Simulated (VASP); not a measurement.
Wanted: the native input for a VASP 6.6.1 run.

```
Task                   : single point
Functional             : PBE
Potentials or basis    : VASP PAW PBE potentials, release 64 (Si, O)
Cutoff                 : 520 eV
k mesh                 : 4 × 4 × 4
Occupations            : gaussian, width 0.05 eV
Spin                   : no spin polarisation
Dipole correction      : no
Further INCAR settings : ALGO = Normal; EDIFF = 1e-07; NBANDS = 40
```

The structure of Si4O7 (a cell with a defect) lies in POSCAR:

```
Si4O7
1.0
    5.0799801732      0.0000000000      0.0000000000
    0.0000000000      5.0799801732      0.0000000000
    0.0000000000      0.0000000000      7.0914769300
Si O
4 7
Direct
    0.2944292339      0.2944292339      0.0000000000
    0.2055707661      0.7944292339      0.2500000000
    0.7055707661      0.7055707661      0.5000000000
    0.7944292339      0.2055707661      0.7500000000
    0.4053663613      0.7409644515      0.4248320116
    0.7590355485      0.9053663613      0.6748320116
    0.5946336387      0.2590355485      0.9248320116
    0.7409644515      0.4053663613      0.5751679884
    1.0488795220      0.9606175595      0.2608792102
    0.2590355485      0.5946336387      0.0751679884
    0.0946336387      0.2409644515      0.8251679884
```

This cell differs from its parent crystal: atoms taken out, atom 9 moved 0.500 of the way to it and +0.225 Å across, host rigid.

The input as run:

INCAR

```
SYSTEM = Si4O7
  ALGO = Normal
  EDIFF = 1E-7
  ENCUT = 520
  GGA = PE
  ISIF = 2
  ISMEAR = 0
  LASPH = .True.
  LCHARG = .False.
  LREAL = .False.
  LWAVE = .False.
  NBANDS = 40
  NELM = 80
  PREC = Accurate
  SIGMA = 0.05
```

KPOINTS

```
k-points
0
Gamma
  4 4 4
  0 0 0
```

Potentials or basis: VASP PAW PBE potentials, release 64 (Si, O).

Run with:

```console
$ cat potpaw_PBE.64/Si/POTCAR potpaw_PBE.64/O/POTCAR > POTCAR
$ mpirun -np 1 vasp_std > vasp.out
```

It gave:

* Pressure: 19.4 GPa
* Largest force: 54.906 eV/Å
* Band gap on the k mesh: 0.24 eV

Caveat: the cell differs from its parent crystal (atoms taken out, atom 9 moved 0.500 of the way to it and +0.225 Å across, host rigid); atoms lie so close that the PAW spheres overlap strongly, which falsifies energies and pressures.

It took 2.7 min on 1 thread of Intel(R) Xeon(R) 6975P-C (Granite Rapids), on a shared host, peak memory 0.38 GiB.
